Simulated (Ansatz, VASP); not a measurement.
# One calculation of InRu2, two programs

```
In Ru
1.0
     2.82295    0.00000    0.00000
     0.00000    2.82295    0.00000
     0.00000    0.00000    6.51413
In Ru
1 2
Direct
  0.00000 0.00000 0.00000
  0.50000 0.50000 0.32726
  0.50000 0.50000 0.67274
```

Change from the starting cell: species swapped into the FeSi2 type (P4/mmm, No. 123).

Alike in both runs: functional PBE; k mesh 16 × 16 × 8; occupations gaussian, width 0.1 eV; no spin polarisation.

Ansatz relaxed the structure, and its values are those at the end. VASP's run is a single point on that final structure, the one shown.

```csv
,VASP,Ansatz
version,VASP 6.6.1,Ansatz 0.2.0
potentials or method,"VASP PAW PBE potentials, release 64 (In_d, Ru_pv), cutoff 520 eV","scalar-relativistic, plane waves, PAW"
valence electrons in the cell,41,45
```

Ansatz gave:

```
gap on the k mesh at the Fermi level (eV) : none
pressure (GPa)                            : 0.0
rms of the force components (eV/Å)        : 0.000
```

Q: Estimate VASP's values.

A: gap on the k mesh at the Fermi level (eV): none; pressure (GPa): 0.2; rms of the force components (eV/Å): 0.041.

A gap of «none» marks a metal or a gap that the smearing closes. VASP's potentials hold 41 valence electrons a cell and Ansatz's 45, so a difference there can come from the potentials and not from the codes.
